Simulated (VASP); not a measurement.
**Al2Pt: electric field gradients with r2SCAN**

Crystal: Al2Pt.

```xyz
12
Lattice="5.9100 0.0000 0.0000 0.0000 5.9100 0.0000 0.0000 0.0000 5.9100" Properties=species:S:1:pos:R:3 pbc="T T T"
Al    1.4775    1.4775    1.4775
Al    4.4325    4.4325    1.4775
Al    4.4325    1.4775    4.4325
Al    1.4775    4.4325    4.4325
Al    4.4325    4.4325    4.4325
Al    1.4775    1.4775    4.4325
Al    1.4775    4.4325    1.4775
Al    4.4325    1.4775    1.4775
Pt    0.0000    0.0000    0.0000
Pt    2.9550    2.9550    0.0000
Pt    2.9550    0.0000    2.9550
Pt    0.0000    2.9550    2.9550
```

```
Program                : VASP 6.6.1
Task                   : electric field gradients
Functional             : r2SCAN
Potentials or basis    : VASP PAW PBE potentials, release 64 (Al, Pt)
Cutoff                 : 520 eV
k mesh                 : 6 × 6 × 6
Occupations            : fermi-dirac, width 0.05 eV
Spin                   : no spin polarisation
Dipole correction      : no
Further INCAR settings : ALGO = Normal; EDIFF = 1e-08; NBANDS = 44
```

```
Pressure                                : -0.6 GPa
Band gap on the k mesh                  : zero (bands 32 and 33 overlap by 2.75 eV)
Largest electric field gradient by atom : under 0.05 V/Å² on every atom
```

Levels at points of the mesh, in eV from the Fermi level:
| k point | band 28 | band 29 | band 30 | band 31 | band 32 | band 33 | band 34 | band 35 | band 36 | band 37 |
| --- | --- | --- | --- | --- | --- | --- | --- | --- | --- | --- |
| (0.00, 0.00, 0.00) | -1.79 | -1.79 | -1.79 | -1.79 | -1.79 | -1.79 | 3.47 | 3.47 | 3.47 | 3.60 |
| (0.50, 0.00, 0.00) | -2.99 | -1.00 | -1.00 | -0.06 | -0.06 | 0.45 | 0.45 | 0.45 | 0.45 | 3.47 |
| (0.50, 0.50, 0.00) | -2.52 | -1.39 | -1.39 | -1.39 | -1.39 | 1.28 | 1.28 | 1.28 | 1.28 | 4.09 |
| (0.50, 0.50, 0.50) | -3.73 | 0.96 | 0.96 | 0.96 | 0.96 | 0.96 | 0.96 | 0.96 | 0.96 | 4.25 |

Run time: 22 min on 1 thread of Oxide Virtual Turin-like Processor, on a shared host, peak memory 0.41 GiB.

Caveat: the PAW data sets were made with another functional, which shifts forces and pressure a little; spin-orbit coupling is left out, which moves the levels of the heavy elements.
